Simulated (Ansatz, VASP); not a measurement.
**Al2Au: VASP beside Ansatz**

File INCAR:

```
SYSTEM = Al2Au
PREC = Accurate
ENCUT = 600
EDIFF = 1E-7
ISMEAR = 0
SIGMA = 0.1
LREAL = .False.
LASPH = .True.
NELM = 80
ALGO = Normal
ISIF = 3
LWAVE = .False.
LCHARG = .False.
GGA = PE
IBRION = 2
NSW = 100
EDIFFG = -0.002
```

File KPOINTS:

```
regular mesh
0
Gamma
  12 12 12
  0 0 0
```

File POSCAR:

```
Al2Au
1.0
    0.0000000000      3.0023346600      3.0023346600
    3.0023346600      0.0000000000      3.0023346600
    3.0023346600      3.0023346600      0.0000000000
Al Au
2 1
Direct
    0.2500000000      0.2500000000      0.2500000000
    0.7500000000      0.7500000000      0.7500000000
    0.0000000000      0.0000000000      0.0000000000
```

Input for Ansatz:

```yaml
crystal:
  lattice:
    - [0.0, 3.00233466, 3.00233466]
    - [3.00233466, 0.0, 3.00233466]
    - [3.00233466, 3.00233466, 0.0]
  atoms:
    - { symbol: Al, position: [0.25, 0.25, 0.25] }
    - { symbol: Al, position: [0.75, 0.75, 0.75] }
    - { symbol: Au, position: [0.0, 0.0, 0.0] }
basis:
  ecutwfc: 420
kpoints:
  mp_grid: { grid: [12, 12, 12] }
hamiltonian:
  xc: pbe
  pseudopotentials: { kind: paw, azcp: { folder: soft_1 } }
scf:
  occupations: { method: gaussian, width: 0.1 }
output:
  forces: true
  stress: true
  eigenvalues: true
relax:
  adjacent_minimum: "off"
  f_tol: 0.002
  max_steps: 80
  cell: { stress_tol: 0.02 }
```

Alike in both runs: task relaxation of cell and atoms; functional PBE; k mesh 12 × 12 × 12; occupations gaussian, width 0.1 eV; no spin polarisation.

|  | VASP | Ansatz |
| --- | --- | --- |
| version | VASP 6.6.1 | Ansatz 0.2.0 |
| potentials or method | VASP PAW PBE potentials, release 64 (Al, Au), cutoff 600 eV | scalar-relativistic, plane waves, PAW |
| valence electrons in the cell | 17 | 25 |

```tsv
	VASP	Ansatz	Ansatz less VASP
gap on the k mesh at the Fermi level, each at its own relaxed structure (eV)	none	none	-
relaxed volume (Å³/atom)	18.52	18.54	+0.026
relaxed cell length with the largest relative difference (Å)	4.283	4.285	+0.0020
```

A gap of «none» marks a metal or a gap that the smearing closes. VASP's potentials hold 17 valence electrons a cell and Ansatz's 25, so a difference there can come from the potentials and not from the codes.

Neither program's run includes spin-orbit coupling.
